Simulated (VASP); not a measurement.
# AlN (P6_3mc) in VASP: further runs

The runs below take AlN through relaxation of the atoms, with LDA.

All numbers are computed with VASP 6.6.1; they aren't measurements. Logs are shortened: lines on timing, memory, paths and dates and some standing lists are left out, and cuts for length are marked.

**Experimental background.**

“Self-assembly of well-separated AlN nanowires directly on sputtered metallic TiN films”, 2019, arxiv:1910.07391 quotes, for a bulk crystal of AlN at 10 K: band gap 6.034 eV (an exciton energy, a little under the gap).

The runs below are set against these values where they give the same quantity.

### 1 The cell of the first run

It takes space group P6_3mc (No. 186, hexagonal). Conventional cell: a = 3.027 Å, b = 3.027 Å, c = 5.141 Å, α = 90.00°, β = 90.00°, γ = 120.00°. Al (site symmetry 3m) has 4 N at 1.85 to 1.96 Å within 2.5 Å. N (site symmetry 3m) has 4 Al at 1.85 to 1.96 Å within 2.5 Å.

### 2 Relaxation of the atoms, LDA

Input file INCAR:

```
SYSTEM = AlN
ALGO = Normal ; EDIFF = 1E-7
EDIFFG = -0.01 ; ENCUT = 520
IBRION = 2 ; ISIF = 2
ISMEAR = 0 ; LASPH = .TRUE.
LCHARG = .FALSE. ; LREAL = .FALSE.
LWAVE = .FALSE. ; NELM = 80
NSW = 50 ; PREC = Accurate
SIGMA = 0.05
```

Input file KPOINTS:

```
k-points
0
G
  9 9 6
  0 0 0
```

Input file POSCAR:

```
AlN
1.0
    3.0268000000      0.0000000000      0.0000000000
   -1.5134000000      2.6212856922      0.0000000000
    0.0000000000      0.0000000000      5.1413000000
Al N
2 2
Direct
    0.3333333333      0.6666666667      0.0015210172
    0.6666666667      0.3333333333      0.5015210172
    0.3333333333      0.6666666667      0.3834789828
    0.6666666667      0.3333333333      0.8834789828
```

Potentials or basis: VASP PAW LDA potentials, release 64 (Al, N).

The run is started by

```
$ cat potpaw_LDA.64/Al/POTCAR potpaw_LDA.64/N/POTCAR > POTCAR
$ mpirun -np 1 vasp_std > vasp.out
```

OUTCAR:

```text
SYSTEM = AlN
   EDIFF = 1E-7
   EDIFFG = -0.01
   ENCUT = 520
   IBRION = 2
   ISIF = 2
   ISMEAR = 0
   LASPH = .TRUE.
   LREAL = .FALSE.
   NELM = 80
   NSW = 50
   PREC = Accurate

 ion  position               nearest neighbor table
   1  0.333  0.667  0.002-   4 1.85   4 1.85   4 1.85   3 1.96   2 3.11   2 3.11   2 3.11   2 3.11
                             2 3.11   2 3.11
   2  0.667  0.333  0.502-   3 1.85   3 1.85   3 1.85   4 1.96   1 3.11   1 3.11   1 3.11   1 3.11
                             1 3.11   1 3.11
   3  0.333  0.667  0.383-   2 1.85   2 1.85   2 1.85   1 1.96
   4  0.667  0.333  0.883-   1 1.85   1 1.85   1 1.85   2 1.96

  LATTYP: Found a hexagonal cell.
 ALAT       =     3.0268000000
 C/A-ratio  =     1.6985925730

  Lattice vectors:

 A1 = (   3.0268000000,   0.0000000000,   0.0000000000)
 A2 = (  -1.5134000000,   2.6212856922,   0.0000000000)
 A3 = (   0.0000000000,   0.0000000000,   5.1413000000)

Analysis of symmetry for initial positions (statically):
=====================================================================
 Subroutine PRICEL returns:
 Original cell was already a primitive cell.

 Routine SETGRP: Setting up the symmetry group for a
 hexagonal supercell.

 Subroutine GETGRP returns: Found 12 space group operations
 (whereof  6 operations were pure point group operations)
 out of a pool of 24 trial point group operations.

The static configuration has the point symmetry C_3v.
 The point group associated with its full space group is C_6v.

Analysis of symmetry for dynamics (positions and initial velocities):
=====================================================================
 Subroutine PRICEL returns:
 Original cell was already a primitive cell.

 Routine SETGRP: Setting up the symmetry group for a
 hexagonal supercell.

 Subroutine GETGRP returns: Found 12 space group operations
 (whereof  6 operations were pure point group operations)
 out of a pool of 24 trial point group operations.

The dynamic configuration has the point symmetry C_3v.
 The point group associated with its full space group is C_6v.

 Subroutine INISYM returns: Found 12 space group operations
 (whereof  6 operations are pure point group operations),
 and found     1 'primitive' translations

----------------------------------------------------------------------------------------

                                     Primitive cell

  volume of cell :      40.7916

  direct lattice vectors                    reciprocal lattice vectors
     3.026800000  0.000000000  0.000000000     0.330381922  0.190746091  0.000000000
    -1.513400000  2.621285692  0.000000000     0.000000000  0.381492183  0.000000000
     0.000000000  0.000000000  5.141300000     0.000000000  0.000000000  0.194503336

  length of vectors
     3.026800000  3.026800000  5.141300000     0.381492183  0.381492183  0.194503336

  position of ions in fractional coordinates (direct lattice)
     0.333333333  0.666666667  0.001521017
     0.666666667  0.333333333  0.501521017
     0.333333333  0.666666667  0.383478983
     0.666666667  0.333333333  0.883478983

  ion indices of the primitive-cell ions
   primitive index   ion index
                 1           1
                 2           2
                 3           3
                 4           4

----------------------------------------------------------------------------------------

 KPOINTS: k-points

Automatic generation of k-mesh.
 Grid dimensions read from file:
 generate k-points for:    9    9    6

 Generating k-lattice:

  Cartesian coordinates                     Fractional coordinates (reciprocal lattice)
     0.036709102  0.021194010  0.000000000     0.111111111 -0.000000000  0.000000000
     0.000000000  0.042388020  0.000000000     0.000000000  0.111111111  0.000000000
     0.000000000  0.000000000  0.032417223     0.000000000  0.000000000  0.166666667

  Length of vectors
     0.042388020  0.042388020  0.032417223

  Shift w.r.t. Gamma in fractional coordinates (k-lattice)
     0.000000000  0.000000000  0.000000000

 Subroutine IBZKPT returns following result:
 ===========================================

 Found     48 irreducible k-points:

 Following reciprocal coordinates:
            Coordinates               Weight
  0.000000  0.000000  0.000000      1.000000
  0.111111 -0.000000  0.000000      6.000000
  0.222222  0.000000  0.000000      6.000000
  0.333333  0.000000  0.000000      6.000000
  0.444444  0.000000  0.000000      6.000000
  0.111111  0.111111  0.000000      6.000000
[... 16 lines left out ...]
  0.333333  0.222222  0.166667     24.000000
  0.333333  0.333333  0.166667      4.000000
 [... further k-points ...]
   k-points           NKPTS =     48   k-points in BZ     NKDIM =     48   number of bands    NBANDS=     12
   number of dos      NEDOS =    301   number of ions     NIONS =      4
   total plane-waves  NPLWV =  23040
   dimension x,y,z NGX =    24 NGY =   24 NGZ =   40
   dimension x,y,z NGXF=    48 NGYF=   48 NGZF=   80
   ions per type =               2   2
   NGX,Y,Z   is equivalent  to a cutoff of  13.18, 13.18, 12.93 a.u.
   NGXF,Y,Z  is equivalent  to a cutoff of  26.36, 26.36, 25.87 a.u.
 SYSTEM =  AlN
   PREC   = accura    normal or accurate (medium, high low for compatibility)
   ISTART =      0    job   : 0-new  1-cont  2-samecut
   ICHARG =      2    charge: 1-file 2-atom 10-const
   ISPIN  =      1    spin polarized calculation?
   LNONCOLLINEAR =      F non collinear calculations
   LSORBIT =      F    spin-orbit coupling
   LASPH  =      T    aspherical Exc in radial PAW
   ENCUT  =  520.0 eV  38.22 Ry    6.18 a.u.   5.63  5.63  9.56*2*pi/ulx,y,z
   NELM   =     80;   NELMIN=  2; NELMDL= -5     # of ELM steps
   EDIFF  = 0.1E-06   stopping-criterion for ELM
   LREAL  =      F    real-space projection
   EDIFFG = -.1E-01   stopping-criterion for IOM
   NSW    =     50    number of steps for IOM
   IBRION =      2    ionic relax: 0-MD 1-quasi-New 2-CG
   NFREE  =      1    steps in history (QN), initial steepest desc. (CG)
   ISIF   =      2    stress and relaxation
   ISYM   =      2    0-nonsym 1-usesym 2-fastsym
   POTIM  = 0.5000    time-step for ionic-motion
   TEBEG  =    0.0;   TEEND  =   0.0 temperature during run
   PSTRESS=    0.0 pullay stress
   NELECT =      16.0000    total number of electrons
   NUPDOWN=      -1.0000    fix difference up-down
   EMIN   =  10.00;   EMAX   =-10.00  energy-range for DOS
   EFERMI =   0.00;   METHOD = LEGACY
   ISMEAR =     0;   SIGMA  =   0.05  broadening in eV -4-tet -1-fermi 0-gaus
   EFERMI_NEDOS =   21; number of points for ismear=-14 and -15
   IALGO  =     38    algorithm
   IMIX   =      4    mixing-type and parameters
     AMIX     =   0.40;   BMIX     =  1.00
     AMIX_MAG =   1.60;   BMIX_MAG =  1.00
  volume/ion in A,a.u.               =      10.20        68.82
  Fermi-wavevector in a.u.,A,eV,Ry     =   1.198371  2.264592 19.539219  1.436092
  Thomas-Fermi vector in A             =   2.334261
   LORBIT       =      0    0 simple, 1 ext, 2 COOP (PROOUT), +10 PAW based schemes
   GGA     = CA    functional components
   LHFCALC =     F    Hartree Fock is set to
   AEXX    =    0.0000 exact exchange contribution
   IVDW    =     0    specifies the selected vdW correction
   LEPSILON=     F    determine dielectric tensor
   LRPA    =     F    only Hartree local field effects (RPA)
 conjugate gradient relaxation of ions
 non-spin polarized calculation
 Gauss-broadening in eV      SIGMA  =   0.05
  energy-cutoff  :      520.00
  volume of cell :       40.79
 maximum number of plane-waves:      1123
 NGX is ok and might be reduce to    24

--------------------------------------- Ionic step        1  -------------------------------------------

 number of electron      15.9999998 magnetization

 Free energy of the ion-electron system (eV)
  ---------------------------------------------------
  ext. energy  EPLUGINS =         0.00000000
  ---------------------------------------------------
  free energy    TOTEN  =       -32.71539794 eV

  energy without entropy =      -32.71539794  energy(sigma->0) =      -32.71539794

------------------------ aborting loop because EDIFF is reached ----------------------------------------

  FORCE on cell =-STRESS in cart. coord.  units (eV):
  Direction    XX          YY          ZZ          XY          YZ          ZX
  --------------------------------------------------------------------------------------
  -------------------------------------------------------------------------------------
  Total        2.6997220      2.6997220     -3.5496861      0.0000000     -0.0000000      0.0000000
  in kB      106.0372840    106.0372840   -139.4214218      0.0000000     -0.0000000      0.0000000
  external PRESSURE =      24.2177154 kB  Pullay stress =       0.0000000 kB
[... 61 lines left out ...]
  energy  without entropy=      -32.7471006022  energy(sigma->0) =      -32.74710060

--------------------------------------- Ionic step        3  -------------------------------------------

 number of electron      15.9999997 magnetization

 Free energy of the ion-electron system (eV)
  ---------------------------------------------------
  ext. energy  EPLUGINS =         0.00000000
  ---------------------------------------------------
  free energy    TOTEN  =       -32.74761936 eV

  energy without entropy =      -32.74761936  energy(sigma->0) =      -32.74761936

 E-fermi :   6.2802     XC(G=0): -11.3522

 val. band max:        6.0746967071   @ k =   0.0000   0.0000   0.0000
 cond. band min:      10.4157699756   @ k =   0.0000   0.0000   0.0000
 fundamental gap:      4.3410732685
 Fermi energy:         6.2801630771

 k-point     1 :       0.0000    0.0000    0.0000
  band No.  band energies     occupation
      1      -9.0452      2.00000
      2      -6.9974      2.00000
      3      -0.2621      2.00000
      4       5.5681      2.00000
      5       5.5681      2.00000
      6       5.7409      2.00000
      7       6.0747      2.00000
      8       6.0747      2.00000
      9      10.4158      0.00000
     10      13.4492      0.00000
     11      16.3608      0.00000
     12      17.8355      0.00000
[... 331 lines left out ...]
 k-point    24 :       0.3333    0.3333    0.1667
  band No.  band energies     occupation
      1      -6.2848      2.00000
      2      -6.2848      2.00000
      3       1.3631      2.00000
      4       1.9277      2.00000
      5       1.9277      2.00000
      6       3.2005      2.00000
      7       4.0816      2.00000
      8       4.0816      2.00000
      9      11.0550      0.00000
     10      14.4272      0.00000
     11      15.0740      0.00000
     12      15.0740      0.00000

 [... further k-points ...]

------------------------ aborting loop because EDIFF is reached ----------------------------------------

  FORCE on cell =-STRESS in cart. coord.  units (eV):
  Direction    XX          YY          ZZ          XY          YZ          ZX
  --------------------------------------------------------------------------------------
  -------------------------------------------------------------------------------------
  Total        2.0072296      2.0072296     -2.8868082      0.0000000      0.0000000     -0.0000000
  in kB       78.8381848     78.8381848   -113.3854927      0.0000000      0.0000000     -0.0000000
  external PRESSURE =      14.7636256 kB  Pullay stress =       0.0000000 kB
[... 19 lines left out ...]
  FREE ENERGIE OF THE ION-ELECTRON SYSTEM (eV)
  ---------------------------------------------------
  free  energy   TOTEN  =       -32.7476193551 eV

  energy  without entropy=      -32.7476193551  energy(sigma->0) =      -32.74761936

 reached required accuracy - stopping structural energy minimisation
```

Run time: 60 s. Hardware: 1 thread of Intel Xeon 8259CL, shared host; peak memory 0.15 GiB.

What came out:

- Free energy: -32.7476 eV
- Energy gained by relaxing: 8.1 meV/atom
- Ionic steps: 3
- Pressure after relaxing: 1.5 GPa
- Band gap on the k mesh: 4.34 eV

The path:
| step | energy change (eV) | largest force (eV/Å) | pressure (GPa) |
| --- | --- | --- | --- |
| 1 | 0.0000 | 0.5985 | 2.42 |
| 2 | -0.0317 | 0.0841 | 1.40 |
| 3 | -0.0322 | 0.0004 | 1.48 |

Final structure:
```
CELL_PARAMETERS angstrom
3.02680 0.00000 0.00000
-1.51340 2.62129 0.00000
0.00000 0.00000 5.14130
ATOMIC_POSITIONS crystal
Al 0.33333 0.66667 0.00653
Al 0.66667 0.33333 0.50653
N 0.33333 0.66667 0.37847
N 0.66667 0.33333 0.87847
```

Levels at points of the mesh, in eV from the valence-band top:
```tsv
k point	band 6	band 7	band 8	band 9	band 10	band 11
(0.00, 0.00, 0.00)	-0.33	0.00	0.00	4.34	7.37	10.29
(0.00, 0.00, 0.50)	-0.26	-0.26	-0.26	6.82	6.82	10.12
```

Caveat: an odd mesh through Γ misses points on the zone boundary, where band edges can lie. LDA gaps usually lie below the measured ones, often by a third to a half.

### 3 Relaxation of the atoms, LDA

This run uses another cell than the first one, of the same volume but with other edges.

Input file INCAR:

```
SYSTEM = AlN
ALGO = Normal
EDIFF = 1E-6
EDIFFG = -0.01
ENCUT = 520
GGA = CA
IBRION = 2
ISIF = 2
ISMEAR = 0
LASPH = .TRUE.
LCHARG = .FALSE.
LREAL = .FALSE.
LWAVE = .FALSE.
NELM = 100
NSW = 50
PREC = Accurate
SIGMA = 0.05
```

KPOINTS is that of step 2.

Input file POSCAR:

```
AlN
1.0
    3.0886152983      0.0000000000      0.0000000000
   -1.5443076491      2.6748193108      0.0000000000
    0.0000000000      0.0000000000      4.9435842660
Al N
2 2
Direct
    0.3333333333      0.6666666667      0.0015210172
    0.6666666667      0.3333333333      0.5015210172
    0.3333333333      0.6666666667      0.3834789828
    0.6666666667      0.3333333333      0.8834789828
```

Potentials or basis: VASP PAW LDA potentials, release 64 (Al, N).

The run is started by

```
$ cat potpaw_LDA.64/Al/POTCAR potpaw_LDA.64/N/POTCAR > POTCAR
$ mpirun -np 1 vasp_std > vasp.out
```

It took 23 s on 1 thread of Intel Xeon 8259CL, shared host; peak memory 0.15 GiB.

Results (log left out):

```yaml
Free_energy: -32.8410 eV
Pressure_after_relaxing: 0.6 GPa
Band_gap_on_the_k_mesh: 4.42 eV
```

Final structure:
```
Al N
1.0
     3.08862    0.00000    0.00000
    -1.54431    2.67482    0.00000
     0.00000    0.00000    4.94358
Al N
2 2
Direct
  0.33333 0.66667 0.00152
  0.66667 0.33333 0.50152
  0.33333 0.66667 0.38348
  0.66667 0.33333 0.88348
```

Levels at points of the mesh, in eV from the valence-band top:
```csv
k point,band 6,band 7,band 8,band 9,band 10,band 11
"(0.00, 0.00, 0.00)",-0.23,-0.23,0.00,4.42,6.73,10.66
"(0.00, 0.00, 0.50)",-0.57,-0.57,-0.57,6.61,6.61,10.32
```

Caveat: the relaxation stopped at its first step, so nothing moved; an odd mesh through Γ misses points on the zone boundary, where band edges can lie.

### 4 Relaxation of the atoms, LDA

This run uses another cell than the first one, of the same volume but with other edges.

Input file INCAR:

```
SYSTEM = AlN
  ALGO = Normal
  EDIFF = 1E-6
  EDIFFG = -0.01
  ENCUT = 520
  IBRION = 2
  ISIF = 2
  ISMEAR = 0
  LASPH = .True.
  LCHARG = .False.
  LREAL = .False.
  LWAVE = .False.
  NELM = 60
  NSW = 50
  PREC = Accurate
  SIGMA = 0.05
```

Input file KPOINTS:

```
k-points
0
Gamma
  9 9 6
  0 0 0
```

POSCAR is that of step 3.

The run is started by

```
$ cat potpaw_LDA.64/Al/POTCAR potpaw_LDA.64/N/POTCAR > POTCAR
$ mpirun -np 1 vasp_std > vasp.out
```

Wall time 29 s (1 thread of Intel Xeon 8259CL, shared host); peak memory 0.15 GiB.

The run converged. Its results:

| Quantity | Value |
| --- | --- |
| Free energy | -32.8410 eV |
| Pressure after relaxing | 0.6 GPa |
| Band gap on the k mesh | 4.42 eV |

Final structure:
```
Al N
1.0
     3.08862    0.00000    0.00000
    -1.54431    2.67482    0.00000
     0.00000    0.00000    4.94358
Al N
2 2
Direct
  0.33333 0.66667 0.00152
  0.66667 0.33333 0.50152
  0.33333 0.66667 0.38348
  0.66667 0.33333 0.88348
```

Levels at points of the mesh, in eV from the valence-band top:
```tsv
k point	band 5	band 6	band 7	band 8	band 9	band 10	band 11	band 12
(0.00, 0.00, 0.00)	-0.89	-0.23	-0.23	0.00	4.42	6.73	10.66	11.10
(0.00, 0.00, 0.50)	-0.57	-0.57	-0.57	-0.57	6.61	6.61	10.32	10.32
```

Caveat: the relaxation stopped at its first step, so nothing moved; an odd mesh through Γ misses points on the zone boundary, where band edges can lie.

(Continued in part 2 of 2.)
